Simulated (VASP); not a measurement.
Crystal: Cs.

```xyz
1
Lattice="0.0000 2.9920 2.9920 2.9920 0.0000 2.9920 2.9920 2.9920 0.0000" Properties=species:S:1:pos:R:3 pbc="T T T"
Cs    0.0000    0.0000    0.0000
```

This isn't the form of Cs at room conditions, which is bcc.

- Program: VASP 6.6.1
- Task: relaxation of cell and atoms
- Functional: r2SCAN
- Dispersion: D4
- Potentials or basis: VASP PAW PBE potentials, release 64 (Cs_sv)
- Cutoff: 600 eV
- k mesh: 6 × 6 × 6
- Occupations: methfessel-paxton, width 0.1 eV
- Spin: no spin polarisation

At the start: pressure 4.1 GPa; volume 53.57 Å³/atom.

How do energy, volume and symmetry change on relaxing?

Over 9 steps the energy falls by 525.0 meV/atom and the volume is 121.79 Å³/atom (+127.4 %); space group Fm-3m (No. 225, to 0.1 Å) before and after.

Step by step:
| step | energy change (eV) | largest force (eV/Å) | pressure (GPa) | volume (Å³) |
| --- | --- | --- | --- | --- |
| 1 | 0.0000 | 0.0000 | 4.11 | 53.57 |
| 2 | -0.2031 | 0.0000 | 1.99 | 64.96 |
| 3 | -0.3908 | 0.0000 | 1.30 | 83.78 |
| 4 | -0.5211 | 0.0000 | -0.15 | 131.68 |
| 5 | -0.5250 | 0.0000 | -0.02 | 123.57 |
| 6 | -0.5250 | 0.0000 | 0.02 | 121.78 |
| 7 | -0.5250 | 0.0000 | 0.02 | 121.78 |
| 8 | -0.5250 | 0.0000 | 0.02 | 121.79 |
| 9 | -0.5250 | 0.0000 | 0.01 | 121.79 |

Final structure:
```
Cs
1.0
     0.00000    3.93425    3.93425
     3.93425    0.00000    3.93425
     3.93425    3.93425    0.00000
Cs
1
Direct
  0.00000 0.00000 0.00000
```

Caveat: the volume moved by over 15 % at a fixed basis, so the end points are rough; the PAW data sets were made with another functional, which shifts forces and pressure a little.
